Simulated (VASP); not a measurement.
Write the native input for VASP 6.6.1 that does the following.

- Task: single point
- Functional: PBE
- Potentials or basis: VASP PAW PBE potentials, release 64 (Cs_sv, Ba_sv, Pd)
- Cutoff: 520 eV
- k mesh: 4 × 4 × 4
- Occupations: gaussian, width 0.1 eV
- Spin: no spin polarisation
- Dipole correction: no
- Further INCAR settings: ALGO = Fast; EDIFF = 1e-07; NBANDS = 38

The structure of CsBaPd4 lies in POSCAR:

```
CsBaPd4
1.0
    0.0000000000      4.0291684039      4.0291684039
    4.0291684039      0.0000000000      4.0291684039
    4.0291684039      4.0291684039      0.0000000000
Cs Ba Pd
1 1 4
Direct
    0.2500000000      0.2500000000      0.2500000000
    0.0000000000      0.0000000000      0.0000000000
    0.6257700000      0.1226900000      0.6257700000
    0.6257700000      0.6257700000      0.1226900000
    0.6257700000      0.6257700000      0.6257700000
    0.1226900000      0.6257700000      0.6257700000
```

The input as run:

INCAR

```
SYSTEM = CsBaPd4
  PREC = Accurate
  ENCUT = 520
  EDIFF = 1E-7
  ISMEAR = 0
  SIGMA = 0.1
  LREAL = .FALSE.
  LASPH = .TRUE.
  NELM = 100
  ALGO = Fast
  ISIF = 2
  LWAVE = .FALSE.
  LCHARG = .FALSE.
  GGA = PE
  NBANDS = 38
```

KPOINTS

```
regular mesh
0
G
  4 4 4
  0 0 0
```

Potentials or basis: VASP PAW PBE potentials, release 64 (Cs_sv, Ba_sv, Pd).

The run is started by

```console
$ cat potpaw_PBE.64/Cs_sv/POTCAR potpaw_PBE.64/Ba_sv/POTCAR potpaw_PBE.64/Pd/POTCAR > POTCAR
$ mpirun -np 1 vasp_std > vasp.out
```

Results of the run:

- Pressure: 2.9 GPa
- Largest force: 0.081 eV/Å

Wall time 63 s on 1 thread of Intel(R) Xeon(R) Platinum 8488C (Sapphire Rapids), with other jobs on the host, peak memory 0.28 GiB.
